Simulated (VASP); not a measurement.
Set up this calculation in VASP 6.6.1, as the native input.

```yaml
Task: single point
Functional: LDA
Potentials_or_basis: VASP PAW LDA potentials, release 64 (Si)
Cutoff: 520 eV
k_mesh: 14 × 14 × 14
Occupations: fermi-dirac, width 0.2 eV
Spin: no spin polarisation
Dipole_correction: no
Further_INCAR_settings: ALGO = Normal; EDIFF = 1e-07; NBANDS = 8
```

The structure of Si lies in POSCAR:

```
Si
1.0
   -1.6269150000      1.6269150000      1.3203300000
    1.6269150000     -1.6269150000      1.3203300000
    1.6269150000      1.6269150000     -1.3203300000
Si
1
Direct
    0.0000000000      0.0000000000      0.0000000000
```

These files were run (other wordings do the same):

INCAR

```
SYSTEM = Si
  ALGO = Normal
  EDIFF = 1E-7
  ENCUT = 520
  ISIF = 2
  ISMEAR = -1
  LASPH = .True.
  LCHARG = .False.
  LREAL = .False.
  LWAVE = .False.
  NBANDS = 8
  NELM = 60
  PREC = Accurate
  SIGMA = 0.2
```

KPOINTS

```
k-points
0
Gamma
  14 14 14
  0 0 0
```

Potentials or basis: VASP PAW LDA potentials, release 64 (Si).

The run is started by

```console
$ cat potpaw_LDA.64/Si/POTCAR > POTCAR
$ mpirun -np 1 vasp_std > vasp.out
```

It gave:

```
Pressure               : 0.0 GPa
Band gap on the k mesh : zero (band 2 reaches 20.21 eV, above the bottom of band 3 at 7.20 eV)
```

Run time: 24 s on 1 thread of Intel Xeon 8259CL, on a shared host, peak memory 0.13 GiB.
